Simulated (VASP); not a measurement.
# CuO (F-43m) in VASP: a series of runs, part 2 of 2

VASP 6.6.1. The steps go on from the part before.

## (3) Density of states, PBE

The input, POSCAR:

```
CuO
1.0
    0.0000000000      2.3272527300      2.3272527300
    2.3272527300      0.0000000000      2.3272527300
    2.3272527300      2.3272527300      0.0000000000
Cu O
1 1
Direct
    0.0000000000      0.0000000000      0.0000000000
    0.2500000000      0.2500000000      0.2500000000
```

The input, INCAR.step1:

```
SYSTEM = CuO
ALGO = Normal ; EDIFF = 1E-6
ENCUT = 520 ; GGA = PE
ISIF = 2 ; ISMEAR = -1
LASPH = .True. ; LCHARG = .True.
LMAXMIX = 4 ; LREAL = .False.
LWAVE = .False. ; NBANDS = 16
NELM = 100 ; PREC = Accurate
SIGMA = 0.05
```

The input, KPOINTS.step1:

```
k-points
0
Gamma
  10 10 10
  0 0 0
```

The input, INCAR.step2:

```
SYSTEM = CuO
ALGO = Normal ; EDIFF = 1E-6
ENCUT = 520 ; GGA = PE
ICHARG = 11 ; ISIF = 2
ISMEAR = -5 ; LASPH = .True.
LCHARG = .False. ; LMAXMIX = 4
LORBIT = 11 ; LREAL = .False.
LWAVE = .False. ; NBANDS = 16
NEDOS = 2001 ; NELM = 100
PREC = Accurate ; SIGMA = 0.05
```

The input, KPOINTS.step2:

```
k-points
0
Gamma
  15 15 15
  0 0 0
```

Potentials or basis: VASP PAW PBE potentials, release 64 (Cu, O).

On the command line:

```sh
cat potpaw_PBE.64/Cu/POTCAR potpaw_PBE.64/O/POTCAR > POTCAR
cp INCAR.step1 INCAR
cp KPOINTS.step1 KPOINTS
mpirun -np 1 vasp_std > vasp.out
cp INCAR.step2 INCAR
cp KPOINTS.step2 KPOINTS
mpirun -np 1 vasp_std > vasp.out
```

OUTCAR:

```text
SYSTEM = CuO
   EDIFF = 1E-6
   ENCUT = 520
   GGA = PE
   ICHARG = 11
   ISIF = 2
   ISMEAR = -5
   LASPH = .True.
   LORBIT = 11
   LREAL = .False.
   NELM = 100
   PREC = Accurate

 ion  position               nearest neighbor table
   1  0.000  0.000  0.000-   2 2.02   2 2.02   2 2.02   2 2.02
   2  0.250  0.250  0.250-   1 2.02   1 2.02   1 2.02   1 2.02

  LATTYP: Found a face centered cubic cell.
 ALAT       =     4.6545054600

  Lattice vectors:

 A1 = (   0.0000000000,   2.3272527300,   2.3272527300)
 A2 = (   2.3272527300,   0.0000000000,   2.3272527300)
 A3 = (   2.3272527300,   2.3272527300,   0.0000000000)

Analysis of symmetry for initial positions (statically):
=====================================================================
 Subroutine PRICEL returns:
 Original cell was already a primitive cell.

 Routine SETGRP: Setting up the symmetry group for a
 face centered cubic supercell.

 Subroutine GETGRP returns: Found 24 space group operations
 (whereof 24 operations were pure point group operations)
 out of a pool of 48 trial point group operations.

The static configuration has the point symmetry T_d .

Analysis of symmetry for dynamics (positions and initial velocities):
=====================================================================
 Subroutine PRICEL returns:
 Original cell was already a primitive cell.

 Routine SETGRP: Setting up the symmetry group for a
 face centered cubic supercell.

 Subroutine GETGRP returns: Found 24 space group operations
 (whereof 24 operations were pure point group operations)
 out of a pool of 48 trial point group operations.

The dynamic configuration has the point symmetry T_d .

 Subroutine INISYM returns: Found 24 space group operations
 (whereof 24 operations are pure point group operations),
 and found     1 'primitive' translations

----------------------------------------------------------------------------------------

[... 114 lines left out ...]
     AMIX_MAG =   1.60;   BMIX_MAG =  1.00
  volume/ion in A,a.u.               =      12.60        85.06
  Fermi-wavevector in a.u.,A,eV,Ry     =   1.435614  2.712916 28.041426  2.060987
  Thomas-Fermi vector in A             =   2.554893
   LORBIT       =     11    0 simple, 1 ext, 2 COOP (PROOUT), +10 PAW based schemes
   GGA     = PE    functional components
   LHFCALC =     F    Hartree Fock is set to
   AEXX    =    0.0000 exact exchange contribution
   IVDW    =     0    specifies the selected vdW correction
   LEPSILON=     F    determine dielectric tensor
   LRPA    =     F    only Hartree local field effects (RPA)
 non-spin polarized calculation
 Fermi weights with tetrahedron method with Bloechl corrections
  energy-cutoff  :      520.00
  volume of cell :       25.21
 maximum number of plane-waves:       692

 number of electron      16.9999985 magnetization

 Free energy of the ion-electron system (eV)
  ---------------------------------------------------
  ext. energy  EPLUGINS =         0.00000000
  ---------------------------------------------------
  free energy    TOTEN  =        -9.49768661 eV

  energy without entropy =       -9.49768661  energy(sigma->0) =       -9.49768661

 E-fermi :   3.0494     XC(G=0): -10.5756

 val. band max:        3.0878310238   @ k =   0.3333   0.1333   0.0000
 cond. band min:       3.0321104580   @ k =   0.4000   0.1333   0.0000
 fundamental gap:     -0.0557205658
 Fermi energy:         3.0494301594

 k-point     1 :       0.0000    0.0000    0.0000
  band No.  band energies     occupation
      1     -15.2024      2.00000
      2      -1.2909      2.00000
      3      -1.2909      2.00000
      4      -1.2909      2.00000
      5       1.2318      2.00000
      6       1.2318      2.00000
[... 433 lines left out ...]
      3      -1.1818      2.00000
      4      -1.1754      2.00000
      5       1.1274      2.00000
      6       1.2766      2.00000
[... 8 lines left out ...]
     15      24.4955      0.00000
     16      24.7145      0.00000

 [... further k-points ...]
[... 5 lines left out ...]
  --------------------------------------------------------------------------------------
  -------------------------------------------------------------------------------------
  Total       -1.4262281     -1.4262281     -1.4262281     -0.0000000     -0.0000000      0.0000000
  in kB      -90.6439754    -90.6439754    -90.6439754     -0.0000000     -0.0000000      0.0000000
  external PRESSURE =     -90.6439754 kB  Pullay stress =       0.0000000 kB

 VOLUME and BASIS-vectors are now :
 -----------------------------------------------------------------------------
  energy-cutoff  :      520.00
  volume of cell :       25.21
      direct lattice vectors                 reciprocal lattice vectors
     0.000000000  2.327252730  2.327252730    -0.214845596  0.214845596  0.214845596
     2.327252730  0.000000000  2.327252730     0.214845596 -0.214845596  0.214845596
     2.327252730  2.327252730  0.000000000     0.214845596  0.214845596 -0.214845596

 POSITION                                       TOTAL-FORCE (eV/Angst)
 -----------------------------------------------------------------------------------
      0.00000      0.00000      0.00000        -0.000000     -0.000000     -0.000000
      1.16363      1.16363      1.16363         0.000000      0.000000      0.000000
 -----------------------------------------------------------------------------------
    total drift:                               -0.000000     -0.000000     -0.000001

  FREE ENERGIE OF THE ION-ELECTRON SYSTEM (eV)
  ---------------------------------------------------
  free  energy   TOTEN  =        -9.4976866111 eV

  energy  without entropy=       -9.4976866111  energy(sigma->0) =       -9.49768661

 total charge

# of ion       s       p       d       tot
------------------------------------------
    1        0.329   0.339   9.106   9.774
    2        1.564   3.337   0.000   4.901
--------------------------------------------------
tot          1.892   3.677   9.106  14.675
```

OSZICAR.step1:

```text
N       E                     dE             d eps       ncg     rms          rms(c)
DAV:   1     0.943606675948E+02    0.94361E+02   -0.81561E+03  1600   0.148E+03
DAV:   2    -0.659420053454E+01   -0.10095E+03   -0.89722E+02  1640   0.279E+02
DAV:   3    -0.125186358482E+02   -0.59244E+01   -0.56378E+01  1848   0.683E+01
DAV:   4    -0.125931902491E+02   -0.74554E-01   -0.74511E-01  1736   0.758E+00
DAV:   5    -0.125945758966E+02   -0.13856E-02   -0.13856E-02  2016   0.111E+00    0.120E+01
DAV:   6    -0.117323391989E+02    0.86224E+00   -0.21216E+01  1744   0.116E+02    0.108E+01
DAV:   7    -0.951272424907E+01    0.22196E+01   -0.73972E+00  1944   0.902E+01    0.161E+00
DAV:   8    -0.953168502470E+01   -0.18961E-01   -0.43441E-01  1568   0.552E+00    0.108E+00
DAV:   9    -0.951169769380E+01    0.19987E-01   -0.48719E-02  2608   0.504E+00    0.500E-01
DAV:  10    -0.950869171105E+01    0.30060E-02   -0.75201E-03  2328   0.177E+00    0.249E-01
DAV:  11    -0.950858581726E+01    0.10589E-03   -0.23782E-03  1752   0.466E-01    0.512E-02
DAV:  12    -0.950862769617E+01   -0.41879E-04   -0.62424E-05  2240   0.133E-01    0.520E-02
DAV:  13    -0.950868096816E+01   -0.53272E-04   -0.74337E-05  2008   0.116E-01    0.150E-02
DAV:  14    -0.950867870305E+01    0.22651E-05   -0.21326E-06  1512   0.351E-02    0.834E-03
DAV:  15    -0.950867843582E+01    0.26723E-06   -0.49894E-06  1904   0.241E-02
   1 F= -.95086784E+01 E0= -.94968989E+01  d E =-.235590E-01
```

Run time: 28 s. Hardware: 1 thread of Intel Xeon Platinum 8259CL at 2.50GHz (Skylake/Cascade Lake), shared host; peak memory 0.16 GiB.

Results:

```
Valence electrons inside the program's atomic spheres : Cu 9.77; O 4.90
```

Caveat: an odd number of electrons without spin polarisation forces a metal; a magnetic or distorted state may lie lower; semilocal functionals often make such compounds metallic where correlation or magnetic order opens a gap, which also shifts bond lengths; tetrahedron occupations give inexact forces and stress in metals.

## (4) Electric field gradients, PBE

The input, INCAR:

```
PREC = Accurate
ENCUT = 520
EDIFF = 1E-8
ISMEAR = -1
SIGMA = 0.05
LREAL = F
LASPH = T
NELM = 60
ALGO = Normal
ISIF = 2
LWAVE = F
LCHARG = F
GGA = PE
LEFG = T
NBANDS = 16
```

The input, KPOINTS:

```
Automatic mesh
0
Gamma
  10 10 10
```

POSCAR is that of step 3.

Potentials or basis: VASP PAW PBE potentials, release 64 (Cu, O).

On the command line:

```sh
cat potpaw_PBE.64/Cu/POTCAR potpaw_PBE.64/O/POTCAR > POTCAR
mpirun -np 1 vasp_std > vasp.out
```

OUTCAR:

```text
PREC = Accurate
   ENCUT = 520
   EDIFF = 1E-8
   ISMEAR = -1
   LREAL = F
   LASPH = T
   NELM = 60
   ISIF = 2
   GGA = PE

 ion  position               nearest neighbor table
   1  0.000  0.000  0.000-   2 2.02   2 2.02   2 2.02   2 2.02
   2  0.250  0.250  0.250-   1 2.02   1 2.02   1 2.02   1 2.02

  LATTYP: Found a face centered cubic cell.
 ALAT       =     4.6545054600

  Lattice vectors:

 A1 = (   0.0000000000,   2.3272527300,   2.3272527300)
 A2 = (   2.3272527300,   0.0000000000,   2.3272527300)
 A3 = (   2.3272527300,   2.3272527300,   0.0000000000)

Analysis of symmetry for initial positions (statically):
=====================================================================
 Subroutine PRICEL returns:
 Original cell was already a primitive cell.

 Routine SETGRP: Setting up the symmetry group for a
 face centered cubic supercell.

 Subroutine GETGRP returns: Found 24 space group operations
 (whereof 24 operations were pure point group operations)
 out of a pool of 48 trial point group operations.

The static configuration has the point symmetry T_d .

Analysis of symmetry for dynamics (positions and initial velocities):
=====================================================================
 Subroutine PRICEL returns:
 Original cell was already a primitive cell.

 Routine SETGRP: Setting up the symmetry group for a
 face centered cubic supercell.

 Subroutine GETGRP returns: Found 24 space group operations
 (whereof 24 operations were pure point group operations)
 out of a pool of 48 trial point group operations.

The dynamic configuration has the point symmetry T_d .

 Subroutine INISYM returns: Found 24 space group operations
 (whereof 24 operations are pure point group operations),
 and found     1 'primitive' translations

----------------------------------------------------------------------------------------

                                     Primitive cell

  volume of cell :      25.2093

  direct lattice vectors                    reciprocal lattice vectors
     0.000000000  2.327252730  2.327252730    -0.214845596  0.214845596  0.214845596
     2.327252730  0.000000000  2.327252730     0.214845596 -0.214845596  0.214845596
     2.327252730  2.327252730  0.000000000     0.214845596  0.214845596 -0.214845596

  length of vectors
     3.291232374  3.291232374  3.291232374     0.372123488  0.372123488  0.372123488

  position of ions in fractional coordinates (direct lattice)
     0.000000000  0.000000000  0.000000000
     0.250000000  0.250000000  0.250000000

  ion indices of the primitive-cell ions
   primitive index   ion index
                 1           1
                 2           2

----------------------------------------------------------------------------------------

 KPOINTS: Automatic mesh

Automatic generation of k-mesh.
 Grid dimensions read from file:
 generate k-points for:   10   10   10

 Generating k-lattice:

[... 62 lines left out ...]
   LREAL  =      F    real-space projection
   EDIFFG = 0.1E-06   stopping-criterion for IOM
   NSW    =      0    number of steps for IOM
   IBRION =     -1    ionic relax: 0-MD 1-quasi-New 2-CG
   NFREE  =      0    steps in history (QN), initial steepest desc. (CG)
   ISIF   =      2    stress and relaxation
   ISYM   =      2    0-nonsym 1-usesym 2-fastsym
   POTIM  = 0.5000    time-step for ionic-motion
   TEBEG  =    0.0;   TEEND  =   0.0 temperature during run
   PSTRESS=    0.0 pullay stress
   NELECT =      17.0000    total number of electrons
   NUPDOWN=      -1.0000    fix difference up-down
   EMIN   =  10.00;   EMAX   =-10.00  energy-range for DOS
   EFERMI =   0.00;   METHOD = LEGACY
   ISMEAR =    -1;   SIGMA  =   0.05  broadening in eV -4-tet -1-fermi 0-gaus
   EFERMI_NEDOS =   21; number of points for ismear=-14 and -15
   IALGO  =     38    algorithm
   IMIX   =      4    mixing-type and parameters
     AMIX     =   0.40;   BMIX     =  1.00
     AMIX_MAG =   1.60;   BMIX_MAG =  1.00
  volume/ion in A,a.u.               =      12.60        85.06
  Fermi-wavevector in a.u.,A,eV,Ry     =   1.435614  2.712916 28.041426  2.060987
  Thomas-Fermi vector in A             =   2.554893
   LORBIT       =      0    0 simple, 1 ext, 2 COOP (PROOUT), +10 PAW based schemes
   GGA     = PE    functional components
   LHFCALC =     F    Hartree Fock is set to
   AEXX    =    0.0000 exact exchange contribution
   IVDW    =     0    specifies the selected vdW correction
   LEPSILON=     F    determine dielectric tensor
   LRPA    =     F    only Hartree local field effects (RPA)
 non-spin polarized calculation
  energy-cutoff  :      520.00
  volume of cell :       25.21
 maximum number of plane-waves:       700
   NGX = 13   NGY = 13   NGZ = 13

 number of electron      16.9999985 magnetization

 Free energy of the ion-electron system (eV)
  ---------------------------------------------------
  ext. energy  EPLUGINS =         0.00000000
  ---------------------------------------------------
  free energy    TOTEN  =        -9.50867835 eV

  energy without entropy =       -9.48511937  energy(sigma->0) =       -9.49689886

 E-fermi :   3.0630     XC(G=0): -10.5756

 val. band max:        3.0608270165   @ k =   0.3000   0.2000   0.0000
 cond. band min:       3.0906846851   @ k =  -0.4000   0.1000   0.0000
 fundamental gap:      0.0298576686
 Fermi energy:         3.0629513207

 k-point     1 :       0.0000    0.0000    0.0000
  band No.  band energies     occupation
      1     -15.2023      2.00000
      2      -1.2909      2.00000
      3      -1.2909      2.00000
      4      -1.2909      2.00000
      5       1.2317      2.00000
      6       1.2317      2.00000
[... 433 lines left out ...]
      3      -0.8936      2.00000
      4      -0.8496      2.00000
      5       1.0031      2.00000
      6       1.3797      2.00000
[... 8 lines left out ...]
     15      25.2212      0.00000
     16      27.1060      0.00000

 [... further k-points ...]
[... 5 lines left out ...]
  --------------------------------------------------------------------------------------
  -------------------------------------------------------------------------------------
  Total       -1.4328342     -1.4328342     -1.4328342      0.0000000      0.0000000     -0.0000000
  in kB      -91.0638220    -91.0638220    -91.0638220      0.0000000      0.0000000     -0.0000000
  external PRESSURE =     -91.0638220 kB  Pullay stress =       0.0000000 kB

 VOLUME and BASIS-vectors are now :
 -----------------------------------------------------------------------------
  energy-cutoff  :      520.00
  volume of cell :       25.21
      direct lattice vectors                 reciprocal lattice vectors
     0.000000000  2.327252730  2.327252730    -0.214845596  0.214845596  0.214845596
     2.327252730  0.000000000  2.327252730     0.214845596 -0.214845596  0.214845596
     2.327252730  2.327252730  0.000000000     0.214845596  0.214845596 -0.214845596

 POSITION                                       TOTAL-FORCE (eV/Angst)
 -----------------------------------------------------------------------------------
      0.00000      0.00000      0.00000         0.000000      0.000000      0.000000
      1.16363      1.16363      1.16363        -0.000000     -0.000000     -0.000000
 -----------------------------------------------------------------------------------
    total drift:                               -0.000000     -0.000000     -0.000001

  FREE ENERGIE OF THE ION-ELECTRON SYSTEM (eV)
  ---------------------------------------------------
  free  energy   TOTEN  =        -9.5086783482 eV

  energy  without entropy=       -9.4851193683  energy(sigma->0) =       -9.49689886

 Electric field gradients (V/A^2)
---------------------------------------------------------------------
 ion       V_xx      V_yy      V_zz      V_xy      V_xz      V_yz
---------------------------------------------------------------------
   1      -0.000    -0.000     0.000    -0.004    -0.004    -0.004
   2       0.000    -0.000    -0.000     0.004     0.004     0.004
---------------------------------------------------------------------

 Electric field gradients after diagonalization (V/A^2)
 (convention: |V_zz| > |V_xx| > |V_yy|)
----------------------------------------------------------------------
 ion       V_xx      V_yy      V_zz     asymmetry (V_yy - V_xx)/ V_zz
----------------------------------------------------------------------
   1       0.004     0.004    -0.008       0.000
   2      -0.004    -0.004     0.008       0.000
----------------------------------------------------------------------

           NMR quadrupolar parameters

 Cq : quadrupolar parameter    Cq=e*Q*V_zz/h
 eta: asymmetry parameters     (V_yy - V_xx)/ V_zz
 Q  : nuclear electric quadrupole moment in mb (millibarn)
----------------------------------------------------------------------
 ion       Cq(MHz)       eta       Q (mb)
----------------------------------------------------------------------
   1      -0.000       0.000       1.000
   2       0.000       0.000       1.000
----------------------------------------------------------------------
```

It took 29 s on 1 thread of Intel Xeon 8259CL, shared host; peak memory 0.15 GiB.

Results:

```yaml
Free_energy: -9.5087 eV
Pressure: -9.1 GPa
```

Levels at points of the mesh, in eV from the Fermi level:
```csv
k point,band 6,band 7,band 8,band 9,band 10,band 11,band 12,band 13
"(0.00, 0.00, 0.00)",-1.83,0.72,0.72,0.72,0.90,13.85,13.85,13.85
"(0.50, 0.00, 0.00)",-1.74,-1.66,0.00,0.00,5.83,7.63,13.52,13.52
"(0.50, 0.50, 0.00)",-1.64,-1.28,-1.01,-1.01,5.79,9.22,11.37,14.13
```

Caveat: without QUAD_EFG the Cq values of the log hold for a quadrupole moment of 1 mb, not for the nuclei; an odd number of electrons without spin polarisation forces a metal; a magnetic or distorted state may lie lower; semilocal functionals often make such compounds metallic where correlation or magnetic order opens a gap, which also shifts bond lengths.
